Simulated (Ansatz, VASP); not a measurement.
One calculation of Sc4Ta, two programs

```
CELL_PARAMETERS angstrom
6.09044 0.00000 0.00000
-3.04522 5.27447 0.00000
0.00000 0.00000 4.76418
ATOMIC_POSITIONS crystal
Sc 0.50000 0.00000 0.00000
Sc 0.00000 0.50000 0.00000
Sc 0.50000 0.50000 0.00000
Sc 0.00000 0.00000 0.00000
Ta 0.00000 0.00000 0.50000
```

Alike in both runs: functional PBE; k mesh 6 × 6 × 4; occupations gaussian, width 0.1 eV; no spin polarisation.

Ansatz relaxed the structure, and its values are those at the end. VASP's run is a single point on that final structure, the one shown.

|  | VASP | Ansatz |
| --- | --- | --- |
| version | VASP 6.6.1 | Ansatz 0.2.0 |
| potentials or method | VASP PAW PBE potentials, release 64 (Sc_sv, Ta_pv), cutoff 520 eV | scalar-relativistic, plane waves, PAW |
| valence electrons in the cell | 55 | 57 |

|  | VASP | Ansatz | Ansatz less VASP |
| --- | --- | --- | --- |
| gap on the k mesh at the Fermi level (eV) | none | none | - |
| pressure (GPa) | 0.1 | 0.0 | -0.08 |

A gap of «none» marks a metal or a gap that the smearing closes. VASP's potentials hold 55 valence electrons a cell and Ansatz's 57, so a difference there can come from the potentials and not from the codes.

Spin-orbit coupling is off throughout.
